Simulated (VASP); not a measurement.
Runs of VASP 6.6.1 on Tl. The structure is that of space group I4/mmm (No. 139), or close to it. The cells are those of the table. 

| cell | gap on the mesh (eV) | pressure (GPa) |
| --- | --- | --- |
| a = 3.241, b = 3.173, c = 3.424 Å, angles 58.7, 59.5, 64.5°, 1 atom | none | 6.0 |
| a = 3.331, b = 3.263, c = 3.424 Å, angles 59.7, 60.4, 62.6°, 1 atom | none | 2.4 |
| a = 3.617, b = 3.617, c = 3.424 Å, angles 61.8, 61.8, 56.5°, 1 atom | none | -3.0 |
| a = 3.331, b = 3.331, c = 3.424 Å, angles 59.1, 59.1, 61.9°, 1 atom | none | (a) |

Alike in all rows: task single point; level PBEsol; potentials or basis VASP PAW PBE potentials, release 64 (Tl_d); no spin polarisation; k mesh 16 × 16 × 16; cutoff (eV) 520; smearing gaussian 0.15 eV.

Task: Estimate the missing entries.

Result: (a) 2.3.

Caveats: the PAW data sets were made with another functional, which shifts forces and pressure a little; spin-orbit coupling is left out, which moves the levels of the heavy elements; the cell stands under pressure (at least some runs).

A k mesh can miss the band edges, and the runs leave out spin-orbit coupling on Tl.

A gap of «none» marks levels without a gap at the run's occupations.
